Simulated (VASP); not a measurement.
# Si (P6_3/mmc) in VASP: single point with r2SCAN

Aim: the single point of Si with r2SCAN.

All numbers are computed with VASP 6.6.1; they aren't measurements. Logs are shortened: lines on timing, memory, paths and dates and some standing lists are left out, and cuts for length are marked.

### Step 1. The cell of the first run

It takes space group P6_3/mmc (No. 194, hexagonal). The conventional cell has a = 3.116 Å, b = 3.116 Å, c = 8.927 Å, α = 90.00°, β = 90.00°, γ = 120.00°. Within 2.4 Å of Si (site symmetry -6m2) lie 3 Si at 1.80 Å. Within 2.4 Å of Si (site symmetry -6m2) lie 3 Si at 1.80 Å.

This isn't the form of Si at room conditions, which is diamond.

### Step 2. Single point, r2SCAN

POSCAR reads:

```
Si
1.0
    3.1157920654      0.0000000000      0.0000000000
   -1.5578960327      2.6983550815      0.0000000000
    0.0000000000      0.0000000000      8.9274209772
Si
4
Direct
    0.0000000000      0.0000000000      0.2500000000
    0.0000000000      0.0000000000      0.7500000000
    0.3333333333      0.6666666667      0.2500000000
    0.6666666667      0.3333333333      0.7500000000
```

INCAR.step1 reads:

```
PREC     = Accurate       # precision mode
ENCUT    = 550            # plane-wave cutoff, eV
ISMEAR   = 0              # smearing method
SIGMA    = 0.1            # smearing width, eV
LREAL    = F              # projectors in reciprocal space
LASPH    = T              # aspherical terms in the spheres
NELM     = 120            # most SCF steps
NBANDS   = 16             # bands
GGA      = PE             # functional
ALGO     = Normal         # electronic algorithm
EDIFF    = 1E-5           # SCF threshold, eV
LWAVE    = T              # write WAVECAR
LCHARG   = F              # write CHGCAR
GGA_COMPAT= F
```

INCAR.step2 reads:

```
PREC     = Accurate       # precision mode
ENCUT    = 550            # plane-wave cutoff, eV
EDIFF    = 1E-6           # SCF threshold, eV
ISMEAR   = 0              # smearing method
SIGMA    = 0.1            # smearing width, eV
LREAL    = F              # projectors in reciprocal space
LASPH    = T              # aspherical terms in the spheres
NELM     = 120            # most SCF steps
ALGO     = Normal         # electronic algorithm
ISIF     = 2              # what is computed and relaxed
LWAVE    = F              # write WAVECAR
LCHARG   = F              # write CHGCAR
METAGGA  = R2SCAN         # meta-GGA
LMIXTAU  = T            
NBANDS   = 16             # bands
ISTART   = 1            
GGA_COMPAT= F
```

KPOINTS reads:

```
regular mesh
0
Gamma
  6 6 2
```

Potentials or basis: VASP PAW PBE potentials, release 64 (Si).

Launch:

```bash
> cat potpaw_PBE.64/Si/POTCAR > POTCAR
> cp INCAR.step1 INCAR
> mpirun -np 1 vasp_std > vasp.out
> cp INCAR.step2 INCAR
> mpirun -np 1 vasp_std > vasp.out
```

OUTCAR:

```text
PREC = Accurate
   ENCUT = 550
   EDIFF = 1E-6
   ISMEAR = 0
   LREAL = F
   LASPH = T
   NELM = 120
   ISIF = 2
   METAGGA = R2SCAN
   ISTART = 1

 ion  position               nearest neighbor table
   1  0.000  0.000  0.250-   3 1.80   3 1.80   3 1.80
   2  0.000  0.000  0.750-   4 1.80   4 1.80   4 1.80
   3  0.333  0.667  0.250-   1 1.80   1 1.80   1 1.80
   4  0.667  0.333  0.750-   2 1.80   2 1.80   2 1.80

  LATTYP: Found a hexagonal cell.
 ALAT       =     3.1157920654
 C/A-ratio  =     2.8652171871

  Lattice vectors:

 A1 = (   3.1157920654,   0.0000000000,   0.0000000000)
 A2 = (  -1.5578960327,   2.6983550815,   0.0000000000)
 A3 = (   0.0000000000,   0.0000000000,   8.9274209772)

Analysis of symmetry for initial positions (statically):
=====================================================================
 Subroutine PRICEL returns:
 Original cell was already a primitive cell.

 Routine SETGRP: Setting up the symmetry group for a
 hexagonal supercell.

 Subroutine GETGRP returns: Found 24 space group operations
 (whereof 12 operations were pure point group operations)
 out of a pool of 24 trial point group operations.

The static configuration has the point symmetry D_3d.
 The point group associated with its full space group is D_6h.

Analysis of symmetry for dynamics (positions and initial velocities):
=====================================================================
 Subroutine PRICEL returns:
 Original cell was already a primitive cell.

 Routine SETGRP: Setting up the symmetry group for a
 hexagonal supercell.

 Subroutine GETGRP returns: Found 24 space group operations
 (whereof 12 operations were pure point group operations)
 out of a pool of 24 trial point group operations.

The dynamic configuration has the point symmetry D_3d.
 The point group associated with its full space group is D_6h.

 Subroutine INISYM returns: Found 24 space group operations
 (whereof 12 operations are pure point group operations),
 and found     1 'primitive' translations

----------------------------------------------------------------------------------------

                                     Primitive cell

  volume of cell :      75.0574

  direct lattice vectors                    reciprocal lattice vectors
     3.115792065  0.000000000  0.000000000     0.320945679  0.185298074  0.000000000
    -1.557896033  2.698355081  0.000000000     0.000000000  0.370596148  0.000000000
[... 79 lines left out ...]
   LREAL  =      F    real-space projection
   EDIFFG = 0.1E-04   stopping-criterion for IOM
   NSW    =      0    number of steps for IOM
   IBRION =     -1    ionic relax: 0-MD 1-quasi-New 2-CG
   NFREE  =      0    steps in history (QN), initial steepest desc. (CG)
   ISIF   =      2    stress and relaxation
   ISYM   =      2    0-nonsym 1-usesym 2-fastsym
   POTIM  = 0.5000    time-step for ionic-motion
   TEBEG  =    0.0;   TEEND  =   0.0 temperature during run
   PSTRESS=    0.0 pullay stress
   NELECT =      16.0000    total number of electrons
   NUPDOWN=      -1.0000    fix difference up-down
   EMIN   =  10.00;   EMAX   =-10.00  energy-range for DOS
   EFERMI =   0.00;   METHOD = LEGACY
   ISMEAR =     0;   SIGMA  =   0.10  broadening in eV -4-tet -1-fermi 0-gaus
   EFERMI_NEDOS =   21; number of points for ismear=-14 and -15
   IALGO  =     38    algorithm
   IMIX   =      4    mixing-type and parameters
     AMIX     =   0.40;   BMIX     =  1.00
     AMIX_MAG =   1.60;   BMIX_MAG =  1.00
  volume/ion in A,a.u.               =      18.76       126.63
  Fermi-wavevector in a.u.,A,eV,Ry     =   0.977951  1.848059 13.012443  0.956388
  Thomas-Fermi vector in A             =   2.108688
   LORBIT       =      0    0 simple, 1 ext, 2 COOP (PROOUT), +10 PAW based schemes
   METAGGA = R2SCAN    functional components
   LHFCALC =     F    Hartree Fock is set to
   AEXX    =    0.0000 exact exchange contribution
   IVDW    =     0    specifies the selected vdW correction
   LEPSILON=     F    determine dielectric tensor
   LRPA    =     F    only Hartree local field effects (RPA)
 non-spin polarized calculation
 Gauss-broadening in eV      SIGMA  =   0.10
  energy-cutoff  :      550.00
  volume of cell :       75.06
 maximum number of plane-waves:      2244
 NGX is ok and might be reduce to    24
   NGX = 11   NGY = 11   NGZ = 35

 number of electron      16.0000001 magnetization

 Free energy of the ion-electron system (eV)
  ---------------------------------------------------
  ext. energy  EPLUGINS =         0.00000000
  ---------------------------------------------------
  free energy    TOTEN  =       -16.89893545 eV

  energy without entropy =      -16.88981537  energy(sigma->0) =      -16.89437541

 E-fermi :   5.8069     XC(G=0):  -9.3294

 val. band max:        5.7805319322   @ k =   0.3333   0.3333   0.0000
 cond. band min:       5.8135881074   @ k =   0.3333   0.3333   0.5000
 fundamental gap:      0.0330561752
 Fermi energy:         5.8068731299

 k-point     1 :       0.0000    0.0000    0.0000
  band No.  band energies     occupation
      1      -9.2864      2.00000
      2      -9.1698      2.00000
      3      -0.3206      2.00000
      4       0.8907      2.00000
      5       5.5233      1.99994
      6       5.5233      1.99994
[... 243 lines left out ...]
      3      -3.3099      2.00000
      4      -3.3099      2.00000
      5      -1.3744      2.00000
      6      -1.3744      2.00000
[... 8 lines left out ...]
     15      14.7744      0.00000
     16      14.7744      0.00000

------------------------ aborting loop because EDIFF is reached ----------------------------------------

  FORCE on cell =-STRESS in cart. coord.  units (eV):
  Direction    XX          YY          ZZ          XY          YZ          ZX
  --------------------------------------------------------------------------------------
  -------------------------------------------------------------------------------------
  Total       83.4321970     83.4321970     -0.6015987      0.0000000      0.0000000      0.0000000
  in kB     1780.9457151   1780.9457151    -12.8417415      0.0000000      0.0000000      0.0000000
  external PRESSURE =    1183.0165629 kB  Pullay stress =       0.0000000 kB

 VOLUME and BASIS-vectors are now :
 -----------------------------------------------------------------------------
  energy-cutoff  :      550.00
  volume of cell :       75.06
      direct lattice vectors                 reciprocal lattice vectors
     3.115792065  0.000000000  0.000000000     0.320945679  0.185298074  0.000000000
    -1.557896033  2.698355081  0.000000000     0.000000000  0.370596148  0.000000000
     0.000000000  0.000000000  8.927420977     0.000000000  0.000000000  0.112014433

 POSITION                                       TOTAL-FORCE (eV/Angst)
 -----------------------------------------------------------------------------------
      0.00000      0.00000      2.23186         0.000000     -0.000000      0.000000
      0.00000      0.00000      6.69557        -0.000000      0.000000      0.000000
     -0.00000      1.79890      2.23186         0.000000     -0.000000     -0.000000
      1.55790      0.89945      6.69557        -0.000000      0.000000      0.000000
 -----------------------------------------------------------------------------------
    total drift:                               -0.000000      0.000000     -0.000000

  FREE ENERGIE OF THE ION-ELECTRON SYSTEM (eV)
  ---------------------------------------------------
  free  energy   TOTEN  =       -16.8989354543 eV

  energy  without entropy=      -16.8898153701  energy(sigma->0) =      -16.89437541
```

OSZICAR.step1:

```text
N       E                     dE             d eps       ncg     rms          rms(c)
DAV:   1     0.699349975633E+02    0.69935E+02   -0.65639E+03   448   0.872E+02
DAV:   2    -0.378718317233E+01   -0.73722E+02   -0.66583E+02   616   0.150E+02
DAV:   3    -0.709272585075E+01   -0.33055E+01   -0.32561E+01   616   0.312E+01
DAV:   4    -0.715254161129E+01   -0.59816E-01   -0.59794E-01   568   0.520E+00
DAV:   5    -0.715417557418E+01   -0.16340E-02   -0.16338E-02   624   0.836E-01    0.135E+01
DAV:   6    -0.445959616695E+01    0.26946E+01   -0.19239E+00   480   0.626E+00    0.878E+00
DAV:   7    -0.350659819111E+01    0.95300E+00   -0.37330E+00   504   0.875E+00    0.220E+00
DAV:   8    -0.353881778438E+01   -0.32220E-01   -0.59687E-01   488   0.371E+00    0.873E-01
DAV:   9    -0.350386255987E+01    0.34955E-01   -0.45279E-02   560   0.107E+00    0.383E-01
DAV:  10    -0.350036807910E+01    0.34945E-02   -0.17147E-02   560   0.624E-01    0.261E-01
DAV:  11    -0.350085156389E+01   -0.48348E-03   -0.18326E-03   528   0.213E-01    0.675E-02
DAV:  12    -0.350084174274E+01    0.98211E-05   -0.36402E-05   640   0.357E-02
   1 F= -.35008417E+01 E0= -.34959805E+01  d E =-.972245E-02
```

Run time: 52 s. Hardware: 1 thread of Intel Xeon Platinum 8259CL at 2.50GHz (Skylake/Cascade Lake), shared host; peak memory 0.19 GiB.

Results:

* Free energy: -16.8989 eV
* Pressure: 118.3 GPa
* Band gap on the k mesh: zero (bands 8 and 9 overlap by 0.03 eV)

Levels at points of the mesh, in eV from the Fermi level:
```tsv
k point	band 4	band 5	band 6	band 7	band 8	band 9	band 10	band 11	band 12	band 13
(0.00, 0.00, 0.00)	-4.92	-0.28	-0.28	-0.27	-0.27	1.39	3.99	3.99	4.01	4.01
(0.50, 0.00, 0.00)	-9.46	-2.84	-2.79	-1.90	-1.44	0.20	0.68	2.17	2.30	6.21
(0.00, 0.00, 0.50)	-5.59	-0.28	-0.28	-0.28	-0.28	3.24	3.24	4.00	4.00	4.00
(0.50, 0.00, 0.50)	-9.48	-2.81	-2.81	-1.60	-1.60	0.25	0.25	2.23	2.23	7.69
```

Caveat: the k points lie up to 0.39 Å⁻¹ apart; semilocal functionals underestimate gaps, and a narrow one can read as zero; the PAW data sets were made with another functional, which shifts forces and pressure a little.

The gap in the log of VASP goes by the Fermi energy; the results here count the filled bands.